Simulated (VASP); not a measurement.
# Ge (Pmmm) in VASP: further runs

Runs on Ge. Level: PBE. Tasks: single point, relaxation of cell and atoms.

Everything below comes from runs of VASP 6.6.1. Logs are shortened: lines on timing, memory, paths and dates and some standing lists are left out, and cuts for length are marked.

## Step 1: The cell of the first run

Symmetry: Pmmm, No. 47, orthorhombic system. The conventional cell has a = 2.590 Å, b = 5.023 Å, c = 6.892 Å, α = 90.00°, β = 90.00°, γ = 90.00°. Within 3.3 Å of Ge (site symmetry m) lie 6 Ge at 2.47 to 2.59 Å. Ge (site symmetry mmm) has 6 Ge at 2.52 to 2.59 Å within 3.3 Å.

## Step 2: Single point, PBE

The input, INCAR:

```
SYSTEM = Ge
ALGO = Normal
EDIFF = 1E-6
ENCUT = 520
GGA = PE
ISIF = 2
ISMEAR = 0
LASPH = .True.
LCHARG = .False.
LREAL = .False.
LWAVE = .False.
NBANDS = 43
NELM = 60
PREC = Accurate
SIGMA = 0.1
```

The input, KPOINTS:

```
k-points
0
Gamma
  6 4 4
  0 0 0
```

The input, POSCAR:

```
Ge
1.0
    2.5896172800      0.0000000000      0.0000000000
    0.0000000000      5.0228912400      0.0000000000
    0.0000000000      0.0000000000      6.8917355800
Ge
5
Direct
    0.5000000000      0.7538350100      0.3161120000
    0.5000000000      0.2461649900      0.3161120000
    0.5000000000      0.7538350100      0.6838880000
    0.5000000000      0.2461649900      0.6838880000
    0.5000000000      0.5000000000      0.0000000000
```

Potentials or basis: VASP PAW PBE potentials, release 64 (Ge_d).

The run is started by

```sh
cat potpaw_PBE.64/Ge_d/POTCAR > POTCAR
mpirun -np 1 vasp_std > vasp.out
```

OUTCAR:

```text
SYSTEM = Ge
   EDIFF = 1E-6
   ENCUT = 520
   GGA = PE
   ISIF = 2
   ISMEAR = 0
   LASPH = .True.
   LREAL = .False.
   NELM = 60
   PREC = Accurate

 ion  position               nearest neighbor table
   1  0.500  0.754  0.316-   2 2.47   5 2.52   3 2.53   2 2.55
   2  0.500  0.246  0.316-   1 2.47   5 2.52   4 2.53   1 2.55
   3  0.500  0.754  0.684-   4 2.47   5 2.52   1 2.53   4 2.55
   4  0.500  0.246  0.684-   3 2.47   5 2.52   2 2.53   3 2.55
   5  0.500  0.500  0.000-   1 2.52   2 2.52   3 2.52   4 2.52

  LATTYP: Found a simple orthorhombic cell.
 ALAT       =     2.5896172800
 B/A-ratio  =     1.9396268625
 C/A-ratio  =     2.6612950235

  Lattice vectors:

 A1 = (   2.5896172800,   0.0000000000,   0.0000000000)
 A2 = (   0.0000000000,   5.0228912400,   0.0000000000)
 A3 = (   0.0000000000,   0.0000000000,   6.8917355800)

Analysis of symmetry for initial positions (statically):
=====================================================================
 Subroutine PRICEL returns:
 Original cell was already a primitive cell.

 Routine SETGRP: Setting up the symmetry group for a
 simple orthorhombic supercell.

 Subroutine GETGRP returns: Found  8 space group operations
 (whereof  8 operations were pure point group operations)
 out of a pool of  8 trial point group operations.

The static configuration has the point symmetry D_2h.

Analysis of symmetry for dynamics (positions and initial velocities):
=====================================================================
 Subroutine PRICEL returns:
 Original cell was already a primitive cell.

 Routine SETGRP: Setting up the symmetry group for a
 simple orthorhombic supercell.

 Subroutine GETGRP returns: Found  8 space group operations
 (whereof  8 operations were pure point group operations)
 out of a pool of  8 trial point group operations.

The dynamic configuration has the point symmetry D_2h.

 Subroutine INISYM returns: Found  8 space group operations
 (whereof  8 operations are pure point group operations),
 and found     1 'primitive' translations

----------------------------------------------------------------------------------------

                                     Primitive cell

  volume of cell :      89.6433

  direct lattice vectors                    reciprocal lattice vectors
     2.589617280  0.000000000  0.000000000     0.386157448  0.000000000  0.000000000
     0.000000000  5.022891240  0.000000000     0.000000000  0.199088523  0.000000000
     0.000000000  0.000000000  6.891735580     0.000000000  0.000000000  0.145101330

  length of vectors
     2.589617280  5.022891240  6.891735580     0.386157448  0.199088523  0.145101330

  position of ions in fractional coordinates (direct lattice)
     0.500000000  0.753835010  0.316112000
     0.500000000  0.246164990  0.316112000
     0.500000000  0.753835010  0.683888000
     0.500000000  0.246164990  0.683888000
     0.500000000  0.500000000  0.000000000

  ion indices of the primitive-cell ions
   primitive index   ion index
                 1           1
                 2           2
                 3           3
                 4           4
                 5           5

----------------------------------------------------------------------------------------

 KPOINTS: k-points

Automatic generation of k-mesh.
 Grid dimensions read from file:
 generate k-points for:    6    4    4

 Generating k-lattice:

  Cartesian coordinates                     Fractional coordinates (reciprocal lattice)
     0.064359575  0.000000000  0.000000000     0.166666667  0.000000000  0.000000000
     0.000000000  0.049772131  0.000000000     0.000000000  0.250000000  0.000000000
     0.000000000  0.000000000  0.036275333     0.000000000  0.000000000  0.250000000

  Length of vectors
     0.064359575  0.049772131  0.036275333

  Shift w.r.t. Gamma in fractional coordinates (k-lattice)
     0.000000000  0.000000000  0.000000000

 Subroutine IBZKPT returns following result:
 ===========================================

 Found     36 irreducible k-points:

 Following reciprocal coordinates:
            Coordinates               Weight
  0.000000  0.000000  0.000000      1.000000
  0.166667  0.000000  0.000000      2.000000
  0.333333  0.000000  0.000000      2.000000
  0.500000  0.000000  0.000000      1.000000
  0.000000  0.250000  0.000000      2.000000
  0.166667  0.250000  0.000000      4.000000
[... 16 lines left out ...]
  0.333333  0.500000  0.250000      4.000000
  0.500000  0.500000  0.250000      2.000000
 [... further k-points ...]
   k-points           NKPTS =     36   k-points in BZ     NKDIM =     36   number of bands    NBANDS=     43
   number of dos      NEDOS =    301   number of ions     NIONS =      5
   total plane-waves  NPLWV =  43200
   dimension x,y,z NGX =    20 NGY =   40 NGZ =   54
   dimension x,y,z NGXF=    40 NGYF=   80 NGZF=  108
   ions per type =               5
   NGX,Y,Z   is equivalent  to a cutoff of  12.84, 13.24, 13.03 a.u.
   NGXF,Y,Z  is equivalent  to a cutoff of  25.68, 26.48, 26.05 a.u.
 SYSTEM =  Ge
   PREC   = accura    normal or accurate (medium, high low for compatibility)
   ISTART =      0    job   : 0-new  1-cont  2-samecut
   ICHARG =      2    charge: 1-file 2-atom 10-const
   ISPIN  =      1    spin polarized calculation?
   LNONCOLLINEAR =      F non collinear calculations
   LSORBIT =      F    spin-orbit coupling
   LASPH  =      T    aspherical Exc in radial PAW
   ENCUT  =  520.0 eV  38.22 Ry    6.18 a.u.   4.81  9.34 12.81*2*pi/ulx,y,z
   NELM   =     60;   NELMIN=  2; NELMDL= -5     # of ELM steps
   EDIFF  = 0.1E-05   stopping-criterion for ELM
   LREAL  =      F    real-space projection
   EDIFFG = 0.1E-04   stopping-criterion for IOM
   NSW    =      0    number of steps for IOM
   IBRION =     -1    ionic relax: 0-MD 1-quasi-New 2-CG
   NFREE  =      0    steps in history (QN), initial steepest desc. (CG)
   ISIF   =      2    stress and relaxation
   ISYM   =      2    0-nonsym 1-usesym 2-fastsym
   POTIM  = 0.5000    time-step for ionic-motion
   TEBEG  =    0.0;   TEEND  =   0.0 temperature during run
   PSTRESS=    0.0 pullay stress
   NELECT =      70.0000    total number of electrons
   NUPDOWN=      -1.0000    fix difference up-down
   EMIN   =  10.00;   EMAX   =-10.00  energy-range for DOS
   EFERMI =   0.00;   METHOD = LEGACY
   ISMEAR =     0;   SIGMA  =   0.10  broadening in eV -4-tet -1-fermi 0-gaus
   EFERMI_NEDOS =   21; number of points for ismear=-14 and -15
   IALGO  =     38    algorithm
   IMIX   =      4    mixing-type and parameters
     AMIX     =   0.40;   BMIX     =  1.00
     AMIX_MAG =   1.60;   BMIX_MAG =  1.00
  volume/ion in A,a.u.               =      17.93       120.99
  Fermi-wavevector in a.u.,A,eV,Ry     =   1.507538  2.848833 30.921553  2.272670
  Thomas-Fermi vector in A             =   2.618111
   LORBIT       =      0    0 simple, 1 ext, 2 COOP (PROOUT), +10 PAW based schemes
   GGA     = PE    functional components
   LHFCALC =     F    Hartree Fock is set to
   AEXX    =    0.0000 exact exchange contribution
   IVDW    =     0    specifies the selected vdW correction
   LEPSILON=     F    determine dielectric tensor
   LRPA    =     F    only Hartree local field effects (RPA)
 non-spin polarized calculation
 Gauss-broadening in eV      SIGMA  =   0.10
  energy-cutoff  :      520.00
  volume of cell :       89.64
 maximum number of plane-waves:      2444
 NGX is ok and might be reduce to    20
   NGX =  9   NGY = 19   NGZ = 25

 number of electron      70.0000028 magnetization

 Free energy of the ion-electron system (eV)
  ---------------------------------------------------
  ext. energy  EPLUGINS =         0.00000000
  ---------------------------------------------------
  free energy    TOTEN  =       -20.28150737 eV

  energy without entropy =      -20.27088493  energy(sigma->0) =      -20.27619615

 E-fermi :   7.1170     XC(G=0): -11.2647

 val. band max:        7.0433530805   @ k =   0.5000   0.2500   0.5000
 cond. band min:       7.1196143211   @ k =   0.3333   0.2500   0.2500
 fundamental gap:      0.0762612406
 Fermi energy:         7.1170210250

 k-point     1 :       0.0000    0.0000    0.0000
  band No.  band energies     occupation
      1     -17.8832      2.00000
      2     -17.8521      2.00000
      3     -17.8167      2.00000
      4     -17.7525      2.00000
      5     -17.7441      2.00000
      6     -17.7177      2.00000
[... 35 lines left out ...]
     42      15.8737      0.00000
     43      16.3613      0.00000

 k-point     2 :       0.1667    0.0000    0.0000
  band No.  band energies     occupation
      1     -17.8523      2.00000
      2     -17.8146      2.00000
      3     -17.7969      2.00000
      4     -17.7085      2.00000
      5     -17.6957      2.00000
      6     -17.6793      2.00000
[... 35 lines left out ...]
     42      14.1717      0.00000
     43      14.2415      0.00000

 k-point     3 :       0.3333    0.0000    0.0000
  band No.  band energies     occupation
      1     -17.8238      2.00000
      2     -17.7654      2.00000
      3     -17.7653      2.00000
      4     -17.6923      2.00000
      5     -17.6911      2.00000
      6     -17.6471      2.00000
[... 35 lines left out ...]
     42      12.8529      0.00000
     43      14.1312      0.00000

 k-point     4 :       0.5000    0.0000    0.0000
  band No.  band energies     occupation
      1     -17.8152      2.00000
      2     -17.7543      2.00000
      3     -17.7494      2.00000
      4     -17.7285      2.00000
      5     -17.7273      2.00000
      6     -17.6689      2.00000
[... 863 lines left out ...]
     42      12.8331      0.00000
     43      13.1460      0.00000

 k-point    23 :       0.3333    0.5000    0.2500
  band No.  band energies     occupation
      1     -17.7312      2.00000
      2     -17.6957      2.00000
      3     -17.6606      2.00000
      4     -17.6499      2.00000
      5     -17.6421      2.00000
      6     -17.6363      2.00000
[... 35 lines left out ...]
     42      11.9948      0.00000
     43      12.3060      0.00000

 k-point    24 :       0.5000    0.5000    0.2500
  band No.  band energies     occupation
      1     -17.7237      2.00000
      2     -17.6870      2.00000
      3     -17.6807      2.00000
      4     -17.6690      2.00000
      5     -17.6510      2.00000
      6     -17.6405      2.00000
[... 35 lines left out ...]
     42      12.6523      0.00000
     43      13.2487      0.00000

 [... further k-points ...]
[... 5 lines left out ...]
  --------------------------------------------------------------------------------------
  -------------------------------------------------------------------------------------
  Total        6.9794450     11.2365855     10.7303554      0.0000000      0.0000000      0.0000000
  in kB      124.7422310    200.8292545    191.7815055      0.0000000      0.0000000      0.0000000
  external PRESSURE =     172.4509970 kB  Pullay stress =       0.0000000 kB

 VOLUME and BASIS-vectors are now :
 -----------------------------------------------------------------------------
  energy-cutoff  :      520.00
  volume of cell :       89.64
      direct lattice vectors                 reciprocal lattice vectors
     2.589617280  0.000000000  0.000000000     0.386157448  0.000000000  0.000000000
     0.000000000  5.022891240  0.000000000     0.000000000  0.199088523  0.000000000
     0.000000000  0.000000000  6.891735580     0.000000000  0.000000000  0.145101330

 POSITION                                       TOTAL-FORCE (eV/Angst)
 -----------------------------------------------------------------------------------
      1.29481      3.78643      2.17856        -0.000000      0.303572     -0.269448
      1.29481      1.23646      2.17856        -0.000000     -0.303572     -0.269448
      1.29481      3.78643      4.71318         0.000000      0.303572      0.269448
      1.29481      1.23646      4.71318         0.000000     -0.303572      0.269448
      1.29481      2.51145      0.00000        -0.000000     -0.000000     -0.000000
 -----------------------------------------------------------------------------------
    total drift:                               -0.000000     -0.000000      0.000000

  FREE ENERGIE OF THE ION-ELECTRON SYSTEM (eV)
  ---------------------------------------------------
  free  energy   TOTEN  =       -20.2815073713 eV

  energy  without entropy=      -20.2708849282  energy(sigma->0) =      -20.27619615
```

Run time: 77 s. Hardware: 1 thread of AMD EPYC 9R45 (Zen 5), shared host; peak memory 0.21 GiB.

What came out:

```
Free energy            : -20.2815 eV
Pressure               : 17.2 GPa
Largest force          : 0.406 eV/Å
Band gap on the k mesh : zero (band 35 reaches 8.24 eV, above the bottom of band 36 at 5.18 eV)
```

Forces on the atoms (eV/Å):
```
Ge   0.000  0.304 -0.269
Ge   0.000 -0.304 -0.269
Ge   0.000  0.304  0.269
Ge   0.000 -0.304  0.269
Ge   0.000  0.000  0.000
```

Stress tensor (GPa, compression positive):
```
12.47  0.00  0.00
 0.00 20.08  0.00
 0.00  0.00 19.18
```

Levels at points of the mesh, in eV from the Fermi level:
```csv
k point,band 32,band 33,band 34,band 35,band 36,band 37,band 38,band 39
"(0.00, 0.00, 0.00)",-5.19,-3.58,-2.25,-0.77,2.97,4.34,4.80,6.46
"(0.50, 0.00, 0.00)",-3.14,-2.68,-2.40,-1.83,-1.10,-0.53,-0.14,2.10
"(0.00, 0.50, 0.00)",-0.69,-0.44,-0.31,0.28,1.30,2.28,2.65,3.08
"(0.50, 0.50, 0.00)",-4.95,-3.15,-2.99,-2.45,-1.76,3.07,3.25,3.59
"(0.00, 0.00, 0.50)",-5.40,-4.14,-0.94,-0.47,2.09,2.27,6.85,7.48
"(0.50, 0.00, 0.50)",-3.64,-2.43,-2.30,-1.92,-1.91,-0.76,-0.50,2.56
"(0.00, 0.50, 0.50)",-3.37,-2.71,0.05,0.44,1.86,2.03,5.66,5.88
"(0.50, 0.50, 0.50)",-4.86,-3.20,-1.86,-1.74,-0.78,0.19,0.98,3.86
```

Caveat: the k points lie up to 0.40 Å⁻¹ apart.

(Part 1 of 2 ends here.)
